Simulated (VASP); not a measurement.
Input of a VASP 6.6.1 run:

File INCAR:

```
SYSTEM = GaO3
ALGO = Normal
EDIFF = 1E-6
ENCUT = 520
GGA = PE
ISIF = 2
ISMEAR = 0
ISPIN = 2
LASPH = .TRUE.
LCHARG = .FALSE.
LORBIT = 11
LREAL = .FALSE.
LWAVE = .FALSE.
MAGMOM = 0 1 1 1
NBANDS = 28
NELM = 150
PREC = Accurate
SIGMA = 0.1
```

File KPOINTS:

```
k-points
0
G
  6 6 6
  0 0 0
```

Contents of POSCAR:

```
GaO3
1.0
   -2.3556699200      2.3556699200      2.3556699200
    2.3556699200     -2.3556699200      2.3556699200
    2.3556699200      2.3556699200     -2.3556699200
Ga O
1 3
Direct
    0.0000000000      0.0000000000      0.0000000000
    0.0000000000      0.5000000000      0.5000000000
    0.5000000000      0.0000000000      0.5000000000
    0.5000000000      0.5000000000      0.0000000000
```

Potentials or basis: VASP PAW PBE potentials, release 64 (Ga_d, O).

Command:

```console
$ cat potpaw_PBE.64/Ga_d/POTCAR potpaw_PBE.64/O/POTCAR > POTCAR
$ mpirun -np 1 vasp_std > vasp.out
```

**Question.** Estimate the site moments.

**Answer.** Ga -0.01; O +0.52 μB.

**Question.** Estimate the pressure.

**Answer.** -24.6 GPa.

**Question.** What does it give for the net moment?

**Answer.** 1.76 μB per cell.
